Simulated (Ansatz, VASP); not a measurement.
## Two plane-wave programs on Ba

```xyz
1
Lattice="-0.0162 3.2327 3.2327 3.2165 0.0000 3.2165 3.2327 3.2327 -0.0162" Properties=species:S:1:pos:R:3 pbc="T T T"
Ba    0.0000    0.0000    0.0000
```

Change from the starting cell: strain -0.0100 x Voigt [0, 0, 0, 0, 1, 0], atoms carried along.

Alike in both runs: task single point; functional LDA; k mesh 14 × 14 × 14; occupations gaussian, width 0.15 eV; no spin polarisation.

|  | VASP | Ansatz |
| --- | --- | --- |
| version | VASP 6.6.1 | Ansatz 0.2.0 |
| potentials or method | VASP PAW LDA potentials, release 64 (Ba_sv), cutoff 520 eV | scalar-relativistic, plane waves, PAW |
| valence electrons in the cell | 10 | 10 |

```tsv
	VASP	Ansatz	Ansatz less VASP
gap on the k mesh at the Fermi level (eV)	none	none	-
pressure (GPa)	-1.6	-1.6	-0.02
traceless stress, the component that is largest in VASP (GPa)	0.08	0.08	0.000
```

LDA's correlation is that of Perdew and Zunger in VASP and of Perdew and Wang (1992) in Ansatz. A gap of «none» marks a metal or a gap that the smearing closes.

Spin-orbit coupling is off throughout.
